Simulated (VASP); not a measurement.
# LiF (Pm-3m) in VASP: single point with PBE

Aim: the single point of LiF with PBE.

Everything below comes from runs of VASP 6.6.1. Logs are shortened: lines on timing, memory, paths and dates and some standing lists are left out, and cuts for length are marked.

### 1 The cell of the first run

Symmetry: Pm-3m, No. 221, cubic system. The conventional cell has a = 2.739 Å, b = 2.739 Å, c = 2.739 Å, α = 90.00°, β = 90.00°, γ = 90.00°. Within 3.1 Å of Li (site symmetry m-3m) lie 8 F at 2.37 Å and 6 Li at 2.74 Å. F (site symmetry m-3m) has 8 Li at 2.37 Å and 6 F at 2.74 Å within 3.1 Å.

### 2 Single point, PBE (K replaced by Li, lengths x 0.827, strained)

File INCAR:

```
SYSTEM = LiF
ALGO = Normal
EDIFF = 1E-6
ENCUT = 750
GGA = PE
GGA_COMPAT = .False.
ISIF = 2
ISMEAR = 0
LASPH = .True.
LCHARG = .True.
LELF = .True.
LREAL = .False.
LVHAR = .True.
LWAVE = .False.
NBANDS = 12
NELM = 120
PREC = Accurate
SIGMA = 0.1
```

File KPOINTS:

```
k-points
0
Gamma
  6 6 6
  0 0 0
```

File POSCAR:

```
LiF
1.0
    2.7393440812      0.0000000000      0.0000000000
    0.0000000000      2.7393440812      0.0000000000
    0.0000000000      0.0000000000      2.7393440812
Li F
1 1
Direct
    0.0000000000      0.0000000000      0.0000000000
    0.5000000000      0.5000000000      0.5000000000
```

Potentials or basis: VASP PAW PBE potentials, release 64 (Li_sv, F).

Run with:

```sh
cat potpaw_PBE.64/Li_sv/POTCAR potpaw_PBE.64/F/POTCAR > POTCAR
mpirun -np 1 vasp_std > vasp.out
```

OUTCAR:

```text
SYSTEM = LiF
   EDIFF = 1E-6
   ENCUT = 750
   GGA = PE
   ISIF = 2
   ISMEAR = 0
   LASPH = .True.
   LREAL = .False.
   NELM = 120
   PREC = Accurate

 ion  position               nearest neighbor table
   1  0.000  0.000  0.000-
   2  0.500  0.500  0.500-

  LATTYP: Found a simple cubic cell.
 ALAT       =     2.7393440812

  Lattice vectors:

 A1 = (   2.7393440812,   0.0000000000,   0.0000000000)
 A2 = (   0.0000000000,   2.7393440812,   0.0000000000)
 A3 = (   0.0000000000,   0.0000000000,   2.7393440812)

Analysis of symmetry for initial positions (statically):
=====================================================================
 Subroutine PRICEL returns:
 Original cell was already a primitive cell.

 Routine SETGRP: Setting up the symmetry group for a
 simple cubic supercell.

 Subroutine GETGRP returns: Found 48 space group operations
 (whereof 48 operations were pure point group operations)
 out of a pool of 48 trial point group operations.

The static configuration has the point symmetry O_h .

Analysis of symmetry for dynamics (positions and initial velocities):
=====================================================================
 Subroutine PRICEL returns:
 Original cell was already a primitive cell.

 Routine SETGRP: Setting up the symmetry group for a
 simple cubic supercell.

 Subroutine GETGRP returns: Found 48 space group operations
 (whereof 48 operations were pure point group operations)
 out of a pool of 48 trial point group operations.

The dynamic configuration has the point symmetry O_h .

 Subroutine INISYM returns: Found 48 space group operations
 (whereof 48 operations are pure point group operations),
 and found     1 'primitive' translations

----------------------------------------------------------------------------------------

                                     Primitive cell

  volume of cell :      20.5561

  direct lattice vectors                    reciprocal lattice vectors
     2.739344081  0.000000000  0.000000000     0.365050892  0.000000000  0.000000000
     0.000000000  2.739344081  0.000000000     0.000000000  0.365050892  0.000000000
     0.000000000  0.000000000  2.739344081     0.000000000  0.000000000  0.365050892

  length of vectors
     2.739344081  2.739344081  2.739344081     0.365050892  0.365050892  0.365050892

[... 81 lines left out ...]
   ISIF   =      2    stress and relaxation
   ISYM   =      2    0-nonsym 1-usesym 2-fastsym
   POTIM  = 0.5000    time-step for ionic-motion
   TEBEG  =    0.0;   TEEND  =   0.0 temperature during run
   PSTRESS=    0.0 pullay stress
   NELECT =      10.0000    total number of electrons
   NUPDOWN=      -1.0000    fix difference up-down
   EMIN   =  10.00;   EMAX   =-10.00  energy-range for DOS
   EFERMI =   0.00;   METHOD = LEGACY
   ISMEAR =     0;   SIGMA  =   0.10  broadening in eV -4-tet -1-fermi 0-gaus
   EFERMI_NEDOS =   21; number of points for ismear=-14 and -15
   IALGO  =     38    algorithm
   IMIX   =      4    mixing-type and parameters
     AMIX     =   0.40;   BMIX     =  1.00
     AMIX_MAG =   1.60;   BMIX_MAG =  1.00
  volume/ion in A,a.u.               =      10.28        69.36
  Fermi-wavevector in a.u.,A,eV,Ry     =   1.287543  2.433103 22.555272  1.657766
  Thomas-Fermi vector in A             =   2.419550
   LORBIT       =      0    0 simple, 1 ext, 2 COOP (PROOUT), +10 PAW based schemes
   GGA     = PE    functional components
   LHFCALC =     F    Hartree Fock is set to
   AEXX    =    0.0000 exact exchange contribution
   IVDW    =     0    specifies the selected vdW correction
   LEPSILON=     F    determine dielectric tensor
   LRPA    =     F    only Hartree local field effects (RPA)
 non-spin polarized calculation
 Gauss-broadening in eV      SIGMA  =   0.10
  energy-cutoff  :      750.00
  volume of cell :       20.56
 maximum number of plane-waves:       976
   NGX = 13   NGY = 13   NGZ = 13

 number of electron      10.0000000 magnetization

 number of electron       9.9999996 magnetization

 Free energy of the ion-electron system (eV)
  ---------------------------------------------------
  ext. energy  EPLUGINS =         0.00000000
  ---------------------------------------------------
  free energy    TOTEN  =        -8.92407408 eV

  energy without entropy =       -8.92407408  energy(sigma->0) =       -8.92407408

 E-fermi :  -0.5703     XC(G=0):  -8.9937

 val. band max:       -1.1672579080   @ k =   0.5000   0.5000   0.0000
 cond. band min:       4.8944311588   @ k =   0.0000   0.0000   0.0000
 fundamental gap:      6.0616890669
 Fermi energy:        -0.5702980460

 k-point     1 :       0.0000    0.0000    0.0000
  band No.  band energies     occupation
      1     -44.3824      2.00000
      2     -21.2265      2.00000
      3      -1.6580      2.00000
      4      -1.6580      2.00000
      5      -1.6580      2.00000
      6       4.8944      0.00000
      7      16.4129      0.00000
      8      16.4129      0.00000
      9      17.4455      0.00000
     10      17.4455      0.00000
     11      17.4455      0.00000
     12      33.4654      0.00000
[... 271 lines left out ...]
 k-point    20 :       0.5000    0.5000    0.5000
  band No.  band energies     occupation
      1     -44.3258      2.00000
      2     -20.3454      2.00000
      3      -2.8462      2.00000
      4      -2.8462      2.00000
      5      -2.8462      2.00000
      6       9.3727      0.00000
      7       9.3727      0.00000
      8       9.3727      0.00000
      9      20.1289      0.00000
     10      20.1289      0.00000
     11      20.1289      0.00000
     12      20.5377      0.00000

------------------------ aborting loop because EDIFF is reached ----------------------------------------

  FORCE on cell =-STRESS in cart. coord.  units (eV):
  Direction    XX          YY          ZZ          XY          YZ          ZX
  --------------------------------------------------------------------------------------
  -------------------------------------------------------------------------------------
  Total       -1.1975034     -1.1975034     -1.1975034      0.0000000      0.0000000     -0.0000000
  in kB      -93.3356576    -93.3356576    -93.3356576      0.0000000      0.0000000     -0.0000000
  external PRESSURE =     -93.3356576 kB  Pullay stress =       0.0000000 kB

 VOLUME and BASIS-vectors are now :
 -----------------------------------------------------------------------------
  energy-cutoff  :      750.00
  volume of cell :       20.56
      direct lattice vectors                 reciprocal lattice vectors
     2.739344081  0.000000000  0.000000000     0.365050892  0.000000000  0.000000000
     0.000000000  2.739344081  0.000000000     0.000000000  0.365050892  0.000000000
     0.000000000  0.000000000  2.739344081     0.000000000  0.000000000  0.365050892

 POSITION                                       TOTAL-FORCE (eV/Angst)
 -----------------------------------------------------------------------------------
      0.00000      0.00000      0.00000         0.000000      0.000000      0.000000
      1.36967      1.36967      1.36967         0.000000      0.000000      0.000000
 -----------------------------------------------------------------------------------
    total drift:                                0.000000      0.000000     -0.000000

  FREE ENERGIE OF THE ION-ELECTRON SYSTEM (eV)
  ---------------------------------------------------
  free  energy   TOTEN  =        -8.9240740790 eV

  energy  without entropy=       -8.9240740790  energy(sigma->0) =       -8.92407408
```

OSZICAR:

```text
N       E                     dE             d eps       ncg     rms          rms(c)
DAV:   1     0.450720866080E+02    0.45072E+02   -0.61715E+03   480   0.106E+03
DAV:   2    -0.768504219472E+01   -0.52757E+02   -0.51499E+02   576   0.206E+02
DAV:   3    -0.949957299526E+01   -0.18145E+01   -0.18116E+01   628   0.352E+01
DAV:   4    -0.951869135894E+01   -0.19118E-01   -0.19117E-01   532   0.400E+00
DAV:   5    -0.951904351558E+01   -0.35216E-03   -0.35216E-03   628   0.399E-01    0.465E+00
DAV:   6    -0.894066324003E+01    0.57838E+00   -0.30655E+00   516   0.998E+00    0.167E+00
DAV:   7    -0.892783079540E+01    0.12832E-01   -0.24192E-02   576   0.135E+00    0.936E-01
DAV:   8    -0.892382982437E+01    0.40010E-02   -0.22225E-02   588   0.161E+00    0.144E-01
DAV:   9    -0.892394763643E+01   -0.11781E-03   -0.12279E-03   568   0.353E-01    0.587E-02
DAV:  10    -0.892407490209E+01   -0.12727E-03   -0.19560E-04   512   0.115E-01    0.174E-02
DAV:  11    -0.892407407904E+01    0.82304E-06   -0.42595E-06   708   0.210E-02
   1 F= -.89240741E+01 E0= -.89240741E+01  d E =-.263174E-18
```

stdout:

```text
POSCAR found type information on POSCAR LiF
 POSCAR found :  2 types and       2 ions
 scaLAPACK will be used
 LDA part: xc-table for (Slater+PW92), standard interpolation
 POSCAR, INCAR and KPOINTS ok, starting setup
 FFT: planning ... GRIDC
 FFT: planning ... GRID_SOFT
 FFT: planning ... GRID
 WAVECAR not read
 entering main loop
```

It took 6.9 s on 1 thread of Intel Xeon 8259CL, shared host; peak memory 0.13 GiB.

What came out:

```
Free energy            : -8.9241 eV
Pressure               : -9.3 GPa
Band gap on the k mesh : 6.06 eV (least direct gap 6.55 eV)
```

Levels at points of the mesh, in eV from the valence-band top:
```tsv
k point	band 3	band 4	band 5	band 6	band 7	band 8
(0.00, 0.00, 0.00)	-0.49	-0.49	-0.49	6.06	17.58	17.58
(0.50, 0.00, 0.00)	-2.83	-0.20	-0.20	8.16	11.92	18.40
(0.50, 0.50, 0.00)	-2.42	-2.42	0.00	12.03	12.15	12.15
(0.50, 0.50, 0.50)	-1.68	-1.68	-1.68	10.54	10.54	10.54
```

Caveat: the cell differs from its parent crystal (K replaced by Li, lengths x 0.827, strained); the cell stands under tension. A k mesh can miss the band edges.
